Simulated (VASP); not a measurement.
Wanted: the native input for a VASP 6.6.1 run.

```yaml
Task: single point
Functional: LDA
Potentials_or_basis: VASP PAW LDA potentials, release 64 (Mn_pv, Co)
Cutoff: 600 eV
k_mesh: 12 × 12 × 12
Occupations: fermi-dirac, width 0.05 eV
Spin: collinear spin, ferromagnetic start
Starting_moments: "[4.0, 2.5] μB"
Dipole_correction: no
Further_INCAR_settings: ALGO = Normal; EDIFF = 1e-06; NBANDS = 22
```

The structure of MnCo lies in POSCAR:

```
MnCo
1.0
    2.8536000000     -0.0285360000     -0.0285360000
   -0.0285360000      2.8536000000     -0.0285360000
   -0.0285360000     -0.0285360000      2.8536000000
Mn Co
1 1
Direct
    0.0000000000      0.0000000000      0.0000000000
    0.5000000000      0.5000000000      0.5000000000
```

These files were run (other wordings do the same):

INCAR

```
PREC     = Accurate       # precision mode
ENCUT    = 600            # plane-wave cutoff, eV
EDIFF    = 1E-6           # SCF threshold, eV
ISMEAR   = -1             # smearing method
SIGMA    = 0.05           # smearing width, eV
LREAL    = False          # projectors in reciprocal space
LASPH    = True           # aspherical terms in the spheres
NELM     = 200            # most SCF steps
ALGO     = Normal         # electronic algorithm
ISIF     = 2              # what is computed and relaxed
LWAVE    = False          # write WAVECAR
LCHARG   = False          # write CHGCAR
ISPIN    = 2              # spin polarisation
MAGMOM   = 4 2.5          # initial moments
LORBIT   = 11             # projections on sites
LMAXMIX  = 4              # l up to which the mixer works
NBANDS   = 22             # bands
GGA_COMPAT= False
```

KPOINTS

```
Automatic mesh
0
Gamma
  12 12 12
```

Potentials or basis: VASP PAW LDA potentials, release 64 (Mn_pv, Co).

Launch:

```console
$ cat potpaw_LDA.64/Mn_pv/POTCAR potpaw_LDA.64/Co/POTCAR > POTCAR
$ mpirun -np 1 vasp_std > vasp.out
```

It gave:

```
Pressure                                              : -17.4 GPa
Band gap on the k mesh                                : zero (filled and empty bands overlap)
Net moment                                            : 3.99 μB per cell
Site moments                                          : Mn +2.69; Co +1.24 μB
Valence electrons inside the program's atomic spheres : Mn 11.74; Co 8.30
```

Caveat: the cell stands under tension.

Wall time 4 min on 1 thread of Oxide Virtual Turin-like Processor, on a shared host, peak memory 0.25 GiB.
